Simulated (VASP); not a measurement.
Write the native input for VASP 6.6.1 that does the following.

```
Task                   : single point
Functional             : PBE
Potentials or basis    : VASP PAW PBE potentials, release 64 (Si)
Cutoff                 : 520 eV
k mesh                 : 10 × 10 × 10
Occupations            : fermi-dirac, width 0.05 eV
Spin                   : no spin polarisation
Dipole correction      : no
Further INCAR settings : ALGO = Normal; EDIFF = 1e-07; NBANDS = 26
```

The structure of Si lies in POSCAR:

```
Si
1.0
   -3.3180000000      3.3180000000      3.4175400000
    3.3180000000     -3.3180000000      3.4175400000
    3.3180000000      3.3180000000     -3.4175400000
Si
8
Direct
    0.2016290869      0.2028906844      0.2014261513
    0.5014645330      0.0002029356      0.2985738487
    0.2983709131      0.4997970644      0.0012615975
   -0.0014645330      0.2971093156      0.4987384025
    0.7983709131      0.7971093156      0.7985738487
    0.4985354670     -0.0002029356      0.7014261513
    0.7016290869      0.5002029356     -0.0012615975
    0.0014645330      0.7028906844      0.5012615975
```

This cell differs from its parent crystal: z stretched by +3 %, then relaxed in part.

One way to write it, as run:

INCAR

```
SYSTEM = Si
  ALGO = Normal
  EDIFF = 1E-7
  ENCUT = 520
  GGA = PE
  ISIF = 2
  ISMEAR = -1
  LASPH = .True.
  LCHARG = .False.
  LREAL = .False.
  LWAVE = .False.
  NBANDS = 26
  NELM = 80
  PREC = Accurate
  SIGMA = 0.05
```

KPOINTS

```
k-points
0
Gamma
  10 10 10
  0 0 0
```

Potentials or basis: VASP PAW PBE potentials, release 64 (Si).

Run with:

```console
$ cat potpaw_PBE.64/Si/POTCAR > POTCAR
$ mpirun -np 1 vasp_std > vasp.out
```

It gave:

| Property | Result |
| --- | --- |
| Pressure | -1.7 GPa |
| Band gap on the k mesh | zero (bands 16 and 17 overlap by 0.09 eV) |

Caveat: the cell differs from its parent crystal (z stretched by +3 %, then relaxed in part); semilocal functionals underestimate gaps, and a narrow one can read as zero.

Wall time 24 min on 1 thread of Intel Xeon 8259CL, on a shared host, peak memory 0.58 GiB.
